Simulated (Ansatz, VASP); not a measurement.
**Te4O in VASP and in Ansatz**

The input INCAR:

```
  PREC = Accurate
  ENCUT = 600
  EDIFF = 1E-6
  ISMEAR = 0
  SIGMA = 0.1
  LREAL = F
  LASPH = T
  NELM = 100
  ALGO = Normal
  ISIF = 3
  LWAVE = F
  LCHARG = F
  GGA = PE
  IBRION = 2
  NSW = 100
  EDIFFG = -0.01
```

File KPOINTS:

```
regular mesh
0
Gamma
  8 8 8
```

POSCAR

```
Te4O
1.0
    4.9840448735      0.0000000000      0.0000000000
    0.0000000000      4.9840448735      0.0000000000
    0.0000000000      0.0000000000      4.9840448735
Te O
4 1
Direct
    0.2768856727      0.2768856727      0.2768856727
    0.7231143273      0.7231143273      0.2768856727
    0.2768856727      0.7231143273      0.7231143273
    0.7231143273      0.2768856727      0.7231143273
    0.0000000000      0.0000000000      0.0000000000
```

Input for Ansatz:

```yaml
crystal:
  lattice:
    - [4.9840448735, 0.0, 0.0]
    - [0.0, 4.9840448735, 0.0]
    - [0.0, 0.0, 4.9840448735]
  atoms:
    - { symbol: Te, position: [0.2768856727, 0.2768856727, 0.2768856727] }
    - { symbol: Te, position: [0.7231143273, 0.7231143273, 0.2768856727] }
    - { symbol: Te, position: [0.2768856727, 0.7231143273, 0.7231143273] }
    - { symbol: Te, position: [0.7231143273, 0.2768856727, 0.7231143273] }
    - { symbol: O, position: [0.0, 0.0, 0.0] }
basis:
  ecutwfc: 420
kpoints:
  mp_grid: { grid: [8, 8, 8] }
hamiltonian:
  xc: pbe
scf:
  occupations: { method: gaussian, width: 0.1 }
output:
  forces: true
  stress: true
  eigenvalues: true
  write_density: true
  write_potential: true
  elf: true
  volumetric_format: npy
relax:
  adjacent_minimum: "off"
  f_tol: 0.01
  max_steps: 80
  cell: { stress_tol: 0.05 }
```

Change from the starting cell: species swapped into the SnI4 type (P-43m, No. 215).

Alike in both runs: task relaxation of cell and atoms; functional PBE; k mesh 8 × 8 × 8; occupations gaussian, width 0.1 eV; no spin polarisation.

```csv
,VASP,Ansatz
version,VASP 6.6.1,Ansatz 0.2.0
potentials or method,"VASP PAW PBE potentials, release 64 (Te, O), cutoff 600 eV","scalar-relativistic, plane waves, PAW"
valence electrons in the cell,30,70
```

VASP gave:

* gap on the k mesh at the Fermi level, each at its own relaxed structure (eV): none
* relaxed volume (Å³/atom): 24.62
* relaxed cell length with the largest relative difference (Å): 4.974

**Question.** Estimate Ansatz's values.

**Answer.** gap on the k mesh at the Fermi level, each at its own relaxed structure (eV): none; relaxed volume (Å³/atom): 24.73; relaxed cell length with the largest relative difference (Å): 4.982.

A gap of «none» marks a metal or a gap that the smearing closes. VASP's potentials hold 30 valence electrons a cell and Ansatz's 70, so a difference there can come from the potentials and not from the codes.

Neither program's run includes spin-orbit coupling.
